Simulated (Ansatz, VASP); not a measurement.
Ga2O: VASP beside Ansatz

```
Ga O
1.0
     3.37406    0.00000    0.00000
    -1.68703    2.92202    0.00000
     0.00000    0.00000    5.34312
Ga O
2 1
Direct
  0.00000 0.00000 0.50000
  0.33333 0.66667 0.00000
  0.66667 0.33333 0.50000
```

Change from the starting cell: species swapped into the In2Bi type (P-6m2, No. 187).

Alike in both runs: functional PBE; k mesh 6 × 6 × 6; occupations gaussian, width 0.1 eV; no spin polarisation.

Ansatz relaxed the structure, and its values are those at the end. VASP's run is a single point on that final structure, the one shown.

|  | VASP | Ansatz |
| --- | --- | --- |
| version | VASP 6.6.1 | Ansatz 0.2.0 |
| potentials or method | VASP PAW PBE potentials, release 64 (Ga_d, O), cutoff 520 eV | scalar-relativistic, plane waves, PAW |
| valence electrons in the cell | 32 | 32 |

Ansatz gave:

- gap on the k mesh at the Fermi level (eV): none
- pressure (GPa): 0.0

Which values does VASP return?

gap on the k mesh at the Fermi level (eV): none; pressure (GPa): 0.3.

A gap of «none» marks a metal or a gap that the smearing closes. With one functional, cell and mesh, what is left measures potentials, basis and numerics.
